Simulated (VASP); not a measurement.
CuO2:

```
Cu O
1.0
     0.00000    2.38448    2.38448
     2.38448    0.00000    2.38448
     2.38448    2.38448    0.00000
Cu O
1 2
Direct
  0.00000 0.00000 0.00000
  0.25000 0.25000 0.25000
  0.75000 0.75000 0.75000
```

Base run:

```yaml
Program: VASP 6.6.1
Functional: r2SCAN
Potentials_or_basis: VASP PAW PBE potentials, release 64 (Cu, O)
Cutoff: 520 eV
k_mesh: 16 × 16 × 16
Occupations: gaussian, width 0.1 eV
Spin: no spin polarisation
```

Its results: pressure 0.9 GPa.

The run is repeated on the same cell with these changes: functional from r2SCAN to PBEsol. What comes out?

Pressure -1.3 GPa.

Caveats: the PAW data sets were made with another functional, which shifts forces and pressure a little; an odd number of electrons without spin polarisation forces a metal; a magnetic or distorted state may lie lower.
